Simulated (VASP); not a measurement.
Here is a VASP 6.6.1 calculation.

File INCAR:

```
ALGO = Normal
EDIFF = 1E-6
ENCUT = 520
GGA = PS
ISIF = 2
ISMEAR = 0
LASPH = True
LCHARG = True
LELF = True
LREAL = False
LVHAR = True
LWAVE = False
NBANDS = 19
NELM = 100
PREC = Accurate
SIGMA = 0.1
```

File KPOINTS:

```
k-points
0
Gamma
  9 9 9
```

The input POSCAR:

```
Os
1.0
    1.3621596610      0.7864432469      6.4973632695
   -1.3621596610      0.7864432469      6.4973632695
    0.0000000000     -1.5728864939      6.4973632695
Os
3
Direct
    0.0000000000      0.0000000000      0.0000000000
    0.2206800165      0.2206800165      0.2206800165
    0.7793199835      0.7793199835      0.7793199835
```

Potentials or basis: VASP PAW PBE potentials, release 64 (Os).

The run is started by

```console
$ cat potpaw_PBE.64/Os/POTCAR > POTCAR
$ mpirun -np 1 vasp_std > vasp.out
```

(1) Predict the band gap on the k mesh.

(2) Predict the pressure.

Answers

(1) zero (band 12 reaches 11.39 eV, above the bottom of band 13 at 7.78 eV).

(2) 0.5 GPa.

Caveat: the PAW data sets were made with another functional, which shifts forces and pressure a little; spin-orbit coupling is left out, which moves the levels of the heavy elements.
